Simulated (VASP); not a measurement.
# ZnCu (Pm-3m) in VASP: further runs

Runs on ZnCu. Level: LDA. Tasks: single point.

Everything below comes from runs of VASP 6.6.1. Logs are shortened: lines on timing, memory, paths and dates and some standing lists are left out, and cuts for length are marked.

**1. The cell of the first run**

It takes space group Pm-3m (No. 221, cubic). Conventional cell: a = 2.905 Å, b = 2.905 Å, c = 2.905 Å, α = 90.00°, β = 90.00°, γ = 90.00°. Within 3.3 Å of Zn (site symmetry m-3m) lie 8 Cu at 2.52 Å and 6 Zn at 2.91 Å. Cu (site symmetry m-3m) has 8 Zn at 2.52 Å and 6 Cu at 2.91 Å within 3.3 Å.

**2. Single point, LDA (volume scaled by 0.96)**

File INCAR:

```
SYSTEM = ZnCu
PREC     = Accurate       ! precision mode
ENCUT    = 520            ! plane-wave cutoff, eV
EDIFF    = 1E-6           ! SCF threshold, eV
ISMEAR   = -1             ! smearing method
SIGMA    = 0.05           ! smearing width, eV
LREAL    = .FALSE.        ! projectors in reciprocal space
LASPH    = .TRUE.         ! aspherical terms in the spheres
NELM     = 100            ! most SCF steps
ALGO     = Normal         ! electronic algorithm
ISIF     = 2              ! what is computed and relaxed
LWAVE    = .FALSE.        ! write WAVECAR
LCHARG   = .FALSE.        ! write CHGCAR
GGA      = CA             ! functional
NBANDS   = 18             ! bands
```

File KPOINTS:

```
Automatic mesh
0
G
  9 9 9
  0 0 0
```

File POSCAR:

```
ZnCu
1.0
    2.9051978236      0.0000000000      0.0000000000
    0.0000000000      2.9051978236      0.0000000000
    0.0000000000      0.0000000000      2.9051978236
Zn Cu
1 1
Direct
    0.5000000000      0.5000000000      0.5000000000
    0.0000000000      0.0000000000      0.0000000000
```

Potentials or basis: VASP PAW LDA potentials, release 64 (Zn, Cu).

Run with:

```console
$ cat potpaw_LDA.64/Zn/POTCAR potpaw_LDA.64/Cu/POTCAR > POTCAR
$ mpirun -np 1 vasp_std > vasp.out
```

OUTCAR:

```text
SYSTEM = ZnCu
   PREC = Accurate
   ENCUT = 520
   EDIFF = 1E-6
   ISMEAR = -1
   LREAL = .FALSE.
   LASPH = .TRUE.
   NELM = 100
   ISIF = 2
   GGA = CA

 ion  position               nearest neighbor table
   1  0.500  0.500  0.500-   2 2.52   2 2.52   2 2.52   2 2.52   2 2.52   2 2.52   2 2.52   2 2.52

   2  0.000  0.000  0.000-   1 2.52   1 2.52   1 2.52   1 2.52   1 2.52   1 2.52   1 2.52   1 2.52

  LATTYP: Found a simple cubic cell.
 ALAT       =     2.9051978236

  Lattice vectors:

 A1 = (   2.9051978236,   0.0000000000,   0.0000000000)
 A2 = (   0.0000000000,   2.9051978236,   0.0000000000)
 A3 = (   0.0000000000,   0.0000000000,   2.9051978236)

Analysis of symmetry for initial positions (statically):
=====================================================================
 Subroutine PRICEL returns:
 Original cell was already a primitive cell.

 Routine SETGRP: Setting up the symmetry group for a
 simple cubic supercell.

 Subroutine GETGRP returns: Found 48 space group operations
 (whereof 48 operations were pure point group operations)
 out of a pool of 48 trial point group operations.

The static configuration has the point symmetry O_h .

Analysis of symmetry for dynamics (positions and initial velocities):
=====================================================================
 Subroutine PRICEL returns:
 Original cell was already a primitive cell.

 Routine SETGRP: Setting up the symmetry group for a
 simple cubic supercell.

 Subroutine GETGRP returns: Found 48 space group operations
 (whereof 48 operations were pure point group operations)
 out of a pool of 48 trial point group operations.

The dynamic configuration has the point symmetry O_h .

 Subroutine INISYM returns: Found 48 space group operations
 (whereof 48 operations are pure point group operations),
 and found     1 'primitive' translations

----------------------------------------------------------------------------------------

                                     Primitive cell

  volume of cell :      24.5204

  direct lattice vectors                    reciprocal lattice vectors
     2.905197824  0.000000000  0.000000000     0.344210639  0.000000000  0.000000000
     0.000000000  2.905197824  0.000000000     0.000000000  0.344210639  0.000000000
     0.000000000  0.000000000  2.905197824     0.000000000  0.000000000  0.344210639
[... 74 lines left out ...]
 SYSTEM =  ZnCu
   PREC   = accura    normal or accurate (medium, high low for compatibility)
   ISTART =      0    job   : 0-new  1-cont  2-samecut
   ICHARG =      2    charge: 1-file 2-atom 10-const
   ISPIN  =      1    spin polarized calculation?
   LNONCOLLINEAR =      F non collinear calculations
   LSORBIT =      F    spin-orbit coupling
   LASPH  =      T    aspherical Exc in radial PAW
   ENCUT  =  520.0 eV  38.22 Ry    6.18 a.u.   5.40  5.40  5.40*2*pi/ulx,y,z
   NELM   =    100;   NELMIN=  2; NELMDL= -5     # of ELM steps
   EDIFF  = 0.1E-05   stopping-criterion for ELM
   LREAL  =      F    real-space projection
   EDIFFG = 0.1E-04   stopping-criterion for IOM
   NSW    =      0    number of steps for IOM
   IBRION =     -1    ionic relax: 0-MD 1-quasi-New 2-CG
   NFREE  =      0    steps in history (QN), initial steepest desc. (CG)
   ISIF   =      2    stress and relaxation
   ISYM   =      2    0-nonsym 1-usesym 2-fastsym
   POTIM  = 0.5000    time-step for ionic-motion
   TEBEG  =    0.0;   TEEND  =   0.0 temperature during run
   PSTRESS=    0.0 pullay stress
   NELECT =      23.0000    total number of electrons
   NUPDOWN=      -1.0000    fix difference up-down
   EMIN   =  10.00;   EMAX   =-10.00  energy-range for DOS
   EFERMI =   0.00;   METHOD = LEGACY
   ISMEAR =    -1;   SIGMA  =   0.05  broadening in eV -4-tet -1-fermi 0-gaus
   EFERMI_NEDOS =   21; number of points for ismear=-14 and -15
   IALGO  =     38    algorithm
   IMIX   =      4    mixing-type and parameters
     AMIX     =   0.40;   BMIX     =  1.00
     AMIX_MAG =   1.60;   BMIX_MAG =  1.00
  volume/ion in A,a.u.               =      12.26        82.74
  Fermi-wavevector in a.u.,A,eV,Ry     =   1.602538  3.028358 34.941513  2.568129
  Thomas-Fermi vector in A             =   2.699343
   LORBIT       =      0    0 simple, 1 ext, 2 COOP (PROOUT), +10 PAW based schemes
   GGA     = CA    functional components
   LHFCALC =     F    Hartree Fock is set to
   AEXX    =    0.0000 exact exchange contribution
   IVDW    =     0    specifies the selected vdW correction
   LEPSILON=     F    determine dielectric tensor
   LRPA    =     F    only Hartree local field effects (RPA)
 non-spin polarized calculation
  energy-cutoff  :      520.00
  volume of cell :       24.52
 maximum number of plane-waves:       691
 NGX is ok and might be reduce to    24
   NGX = 11   NGY = 11   NGZ = 11

 number of electron      22.9999983 magnetization

 Free energy of the ion-electron system (eV)
  ---------------------------------------------------
  ext. energy  EPLUGINS =         0.00000000
  ---------------------------------------------------
  free energy    TOTEN  =        -6.77149887 eV

  energy without entropy =       -6.76760234  energy(sigma->0) =       -6.76955061

 E-fermi :   5.7757     XC(G=0): -12.9934

 val. band max:        5.6864854710   @ k =   0.3333   0.3333   0.0000
 cond. band min:       5.8935883112   @ k =   0.4444   0.4444   0.2222
 fundamental gap:      0.2071028402
 Fermi energy:         5.7757263419

 k-point     1 :       0.0000    0.0000    0.0000
  band No.  band energies     occupation
      1      -4.9478      2.00000
      2      -2.3387      2.00000
      3      -2.3387      2.00000
      4      -1.5854      2.00000
      5      -1.5854      2.00000
      6      -1.5854      2.00000
[... 481 lines left out ...]
      5      -1.4871      2.00000
      6       0.4623      2.00000
[... 10 lines left out ...]
     17      21.3598      0.00000
     18      22.5044      0.00000

 [... further k-points ...]
[... 5 lines left out ...]
  --------------------------------------------------------------------------------------
  -------------------------------------------------------------------------------------
  Total       -0.6125953     -0.6125953     -0.6125953     -0.0000000      0.0000000     -0.0000000
  in kB      -40.0273771    -40.0273771    -40.0273771     -0.0000000      0.0000000     -0.0000000
  external PRESSURE =     -40.0273771 kB  Pullay stress =       0.0000000 kB

 VOLUME and BASIS-vectors are now :
 -----------------------------------------------------------------------------
  energy-cutoff  :      520.00
  volume of cell :       24.52
      direct lattice vectors                 reciprocal lattice vectors
     2.905197824  0.000000000  0.000000000     0.344210639  0.000000000  0.000000000
     0.000000000  2.905197824  0.000000000     0.000000000  0.344210639  0.000000000
     0.000000000  0.000000000  2.905197824     0.000000000  0.000000000  0.344210639

 POSITION                                       TOTAL-FORCE (eV/Angst)
 -----------------------------------------------------------------------------------
      1.45260      1.45260      1.45260         0.000000      0.000000      0.000000
      0.00000      0.00000      0.00000         0.000000      0.000000      0.000000
 -----------------------------------------------------------------------------------
    total drift:                                0.000000      0.000000     -0.000000

  FREE ENERGIE OF THE ION-ELECTRON SYSTEM (eV)
  ---------------------------------------------------
  free  energy   TOTEN  =        -6.7714988743 eV

  energy  without entropy=       -6.7676023408  energy(sigma->0) =       -6.76955061
```

It took 9 s on 1 thread of Intel Xeon 6975P-C, shared host; peak memory 0.13 GiB.

What came out:

```yaml
Free_energy: -6.7715 eV
Pressure: -4.0 GPa
```

**3. Single point, LDA (volume scaled by 0.98)**

File INCAR:

```
SYSTEM = ZnCu
PREC = Accurate
ENCUT = 520
EDIFF = 1E-6
ISMEAR = -1
SIGMA = 0.05
LREAL = .FALSE.
LASPH = .TRUE.
NELM = 100
ALGO = Normal
ISIF = 2
LWAVE = .FALSE.
LCHARG = .TRUE.
LELF = .TRUE.
LVHAR = .TRUE.
NBANDS = 18
```

KPOINTS is that of step 2.

File POSCAR:

```
ZnCu
1.0
    2.9252343038      0.0000000000      0.0000000000
    0.0000000000      2.9252343038      0.0000000000
    0.0000000000      0.0000000000      2.9252343038
Zn Cu
1 1
Direct
    0.5000000000      0.5000000000      0.5000000000
    0.0000000000      0.0000000000      0.0000000000
```

Potentials or basis: VASP PAW LDA potentials, release 64 (Zn, Cu).

Run with:

```console
$ cat potpaw_LDA.64/Zn/POTCAR potpaw_LDA.64/Cu/POTCAR > POTCAR
$ mpirun -np 1 vasp_std > vasp.out
```

OUTCAR:

```text
SYSTEM = ZnCu
   PREC = Accurate
   ENCUT = 520
   EDIFF = 1E-6
   ISMEAR = -1
   LREAL = .FALSE.
   LASPH = .TRUE.
   NELM = 100
   ISIF = 2

 ion  position               nearest neighbor table
   1  0.500  0.500  0.500-   2 2.53   2 2.53   2 2.53   2 2.53   2 2.53   2 2.53   2 2.53   2 2.53

   2  0.000  0.000  0.000-   1 2.53   1 2.53   1 2.53   1 2.53   1 2.53   1 2.53   1 2.53   1 2.53

  LATTYP: Found a simple cubic cell.
 ALAT       =     2.9252343038

  Lattice vectors:

 A1 = (   2.9252343038,   0.0000000000,   0.0000000000)
 A2 = (   0.0000000000,   2.9252343038,   0.0000000000)
 A3 = (   0.0000000000,   0.0000000000,   2.9252343038)

Analysis of symmetry for initial positions (statically):
=====================================================================
 Subroutine PRICEL returns:
 Original cell was already a primitive cell.

 Routine SETGRP: Setting up the symmetry group for a
 simple cubic supercell.

 Subroutine GETGRP returns: Found 48 space group operations
 (whereof 48 operations were pure point group operations)
 out of a pool of 48 trial point group operations.

The static configuration has the point symmetry O_h .

Analysis of symmetry for dynamics (positions and initial velocities):
=====================================================================
 Subroutine PRICEL returns:
 Original cell was already a primitive cell.

 Routine SETGRP: Setting up the symmetry group for a
 simple cubic supercell.

 Subroutine GETGRP returns: Found 48 space group operations
 (whereof 48 operations were pure point group operations)
 out of a pool of 48 trial point group operations.

The dynamic configuration has the point symmetry O_h .

 Subroutine INISYM returns: Found 48 space group operations
 (whereof 48 operations are pure point group operations),
 and found     1 'primitive' translations

----------------------------------------------------------------------------------------

                                     Primitive cell

  volume of cell :      25.0312

  direct lattice vectors                    reciprocal lattice vectors
     2.925234304  0.000000000  0.000000000     0.341852958  0.000000000  0.000000000
     0.000000000  2.925234304  0.000000000     0.000000000  0.341852958  0.000000000
     0.000000000  0.000000000  2.925234304     0.000000000  0.000000000  0.341852958

  length of vectors
     2.925234304  2.925234304  2.925234304     0.341852958  0.341852958  0.341852958

  position of ions in fractional coordinates (direct lattice)
     0.500000000  0.500000000  0.500000000
     0.000000000  0.000000000  0.000000000

  ion indices of the primitive-cell ions
   primitive index   ion index
                 1           1
                 2           2

----------------------------------------------------------------------------------------

 KPOINTS: Automatic mesh

Automatic generation of k-mesh.
 Grid dimensions read from file:
 generate k-points for:    9    9    9

 Generating k-lattice:

  Cartesian coordinates                     Fractional coordinates (reciprocal lattice)
     0.037983662  0.000000000  0.000000000     0.111111111  0.000000000  0.000000000
     0.000000000  0.037983662  0.000000000     0.000000000  0.111111111  0.000000000
     0.000000000  0.000000000  0.037983662     0.000000000  0.000000000  0.111111111

  Length of vectors
     0.037983662  0.037983662  0.037983662

  Shift w.r.t. Gamma in fractional coordinates (k-lattice)
     0.000000000  0.000000000  0.000000000

 Subroutine IBZKPT returns following result:
 ===========================================

 Found     35 irreducible k-points:

 Following reciprocal coordinates:
            Coordinates               Weight
  0.000000  0.000000  0.000000      1.000000
  0.111111  0.000000  0.000000      6.000000
  0.222222  0.000000  0.000000      6.000000
  0.333333  0.000000  0.000000      6.000000
  0.444444  0.000000  0.000000      6.000000
  0.111111  0.111111  0.000000     12.000000
[... 16 lines left out ...]
  0.333333  0.333333  0.111111     24.000000
  0.444444  0.333333  0.111111     48.000000
 [... further k-points ...]
   k-points           NKPTS =     35   k-points in BZ     NKDIM =     35   number of bands    NBANDS=     18
   number of dos      NEDOS =    301   number of ions     NIONS =      2
   total plane-waves  NPLWV =  13824
   dimension x,y,z NGX =    24 NGY =   24 NGZ =   24
   dimension x,y,z NGXF=    48 NGYF=   48 NGZF=   48
   ions per type =               1   1
   NGX,Y,Z   is equivalent  to a cutoff of  13.64, 13.64, 13.64 a.u.
   NGXF,Y,Z  is equivalent  to a cutoff of  27.28, 27.28, 27.28 a.u.
 SYSTEM =  ZnCu
   PREC   = accura    normal or accurate (medium, high low for compatibility)
   ISTART =      0    job   : 0-new  1-cont  2-samecut
   ICHARG =      2    charge: 1-file 2-atom 10-const
   ISPIN  =      1    spin polarized calculation?
   LNONCOLLINEAR =      F non collinear calculations
   LSORBIT =      F    spin-orbit coupling
   LASPH  =      T    aspherical Exc in radial PAW
   ENCUT  =  520.0 eV  38.22 Ry    6.18 a.u.   5.44  5.44  5.44*2*pi/ulx,y,z
   NELM   =    100;   NELMIN=  2; NELMDL= -5     # of ELM steps
   EDIFF  = 0.1E-05   stopping-criterion for ELM
   LREAL  =      F    real-space projection
   EDIFFG = 0.1E-04   stopping-criterion for IOM
   NSW    =      0    number of steps for IOM
   IBRION =     -1    ionic relax: 0-MD 1-quasi-New 2-CG
   NFREE  =      0    steps in history (QN), initial steepest desc. (CG)
   ISIF   =      2    stress and relaxation
   ISYM   =      2    0-nonsym 1-usesym 2-fastsym
   POTIM  = 0.5000    time-step for ionic-motion
   TEBEG  =    0.0;   TEEND  =   0.0 temperature during run
   PSTRESS=    0.0 pullay stress
   NELECT =      23.0000    total number of electrons
   NUPDOWN=      -1.0000    fix difference up-down
   EMIN   =  10.00;   EMAX   =-10.00  energy-range for DOS
   EFERMI =   0.00;   METHOD = LEGACY
   ISMEAR =    -1;   SIGMA  =   0.05  broadening in eV -4-tet -1-fermi 0-gaus
   EFERMI_NEDOS =   21; number of points for ismear=-14 and -15
   IALGO  =     38    algorithm
   IMIX   =      4    mixing-type and parameters
     AMIX     =   0.40;   BMIX     =  1.00
     AMIX_MAG =   1.60;   BMIX_MAG =  1.00
  volume/ion in A,a.u.               =      12.52        84.46
  Fermi-wavevector in a.u.,A,eV,Ry     =   1.591562  3.007615 34.464487  2.533068
  Thomas-Fermi vector in A             =   2.690083
   LORBIT       =      0    0 simple, 1 ext, 2 COOP (PROOUT), +10 PAW based schemes
   GGA     = CA    functional components
   LHFCALC =     F    Hartree Fock is set to
   AEXX    =    0.0000 exact exchange contribution
   IVDW    =     0    specifies the selected vdW correction
   LEPSILON=     F    determine dielectric tensor
   LRPA    =     F    only Hartree local field effects (RPA)
 non-spin polarized calculation
  energy-cutoff  :      520.00
  volume of cell :       25.03
 maximum number of plane-waves:       691
 NGX is ok and might be reduce to    24
   NGX = 11   NGY = 11   NGZ = 11

 number of electron      22.9999987 magnetization

 Free energy of the ion-electron system (eV)
  ---------------------------------------------------
  ext. energy  EPLUGINS =         0.00000000
  ---------------------------------------------------
  free energy    TOTEN  =        -6.75465613 eV

  energy without entropy =       -6.75060555  energy(sigma->0) =       -6.75263084

 E-fermi :   5.5681     XC(G=0): -12.8752

 val. band max:        5.4936234038   @ k =   0.3333   0.3333   0.0000
 cond. band min:       5.6943057360   @ k =   0.4444   0.4444   0.2222
 fundamental gap:      0.2006823322
 Fermi energy:         5.5680785481

 k-point     1 :       0.0000    0.0000    0.0000
  band No.  band energies     occupation
      1      -4.9906      2.00000
      2      -2.4713      2.00000
      3      -2.4713      2.00000
      4      -1.7541      2.00000
      5      -1.7541      2.00000
      6      -1.7541      2.00000
[... 10 lines left out ...]
     17      17.9428      0.00000
     18      29.2468      0.00000

 k-point     2 :       0.1111    0.0000    0.0000
  band No.  band energies     occupation
      1      -4.7646      2.00000
      2      -2.4446      2.00000
      3      -2.4215      2.00000
      4      -1.7738      2.00000
      5      -1.7738      2.00000
      6      -1.7437      2.00000
[... 10 lines left out ...]
     17      19.6460      0.00000
     18      27.2365      0.00000
[... 442 lines left out ...]
 k-point    24 :       0.4444    0.3333    0.1111
  band No.  band energies     occupation
      1      -2.5305      2.00000
      2      -2.2426      2.00000
      3      -2.0432      2.00000
      4      -1.9835      2.00000
      5      -1.6578      2.00000
      6       0.3282      2.00000
[... 10 lines left out ...]
     17      20.9454      0.00000
     18      22.0745      0.00000

 [... further k-points ...]
[... 5 lines left out ...]
  --------------------------------------------------------------------------------------
  -------------------------------------------------------------------------------------
  Total       -1.0207740     -1.0207740     -1.0207740      0.0000000      0.0000000     -0.0000000
  in kB      -65.3368543    -65.3368543    -65.3368543      0.0000000      0.0000000     -0.0000000
  external PRESSURE =     -65.3368543 kB  Pullay stress =       0.0000000 kB

 VOLUME and BASIS-vectors are now :
 -----------------------------------------------------------------------------
  energy-cutoff  :      520.00
  volume of cell :       25.03
      direct lattice vectors                 reciprocal lattice vectors
     2.925234304  0.000000000  0.000000000     0.341852958  0.000000000  0.000000000
     0.000000000  2.925234304  0.000000000     0.000000000  0.341852958  0.000000000
     0.000000000  0.000000000  2.925234304     0.000000000  0.000000000  0.341852958

 POSITION                                       TOTAL-FORCE (eV/Angst)
 -----------------------------------------------------------------------------------
      1.46262      1.46262      1.46262         0.000000      0.000000      0.000000
      0.00000      0.00000      0.00000         0.000000      0.000000      0.000000
 -----------------------------------------------------------------------------------
    total drift:                                0.000000      0.000000     -0.000000

  FREE ENERGIE OF THE ION-ELECTRON SYSTEM (eV)
  ---------------------------------------------------
  free  energy   TOTEN  =        -6.7546561310 eV

  energy  without entropy=       -6.7506055528  energy(sigma->0) =       -6.75263084
```

Wall time 8.2 s (1 thread of Intel Xeon 6975P-C, shared host); peak memory 0.13 GiB.

Results:

| Property | Result |
| --- | --- |
| Free energy | -6.7547 eV |
| Pressure | -6.5 GPa |
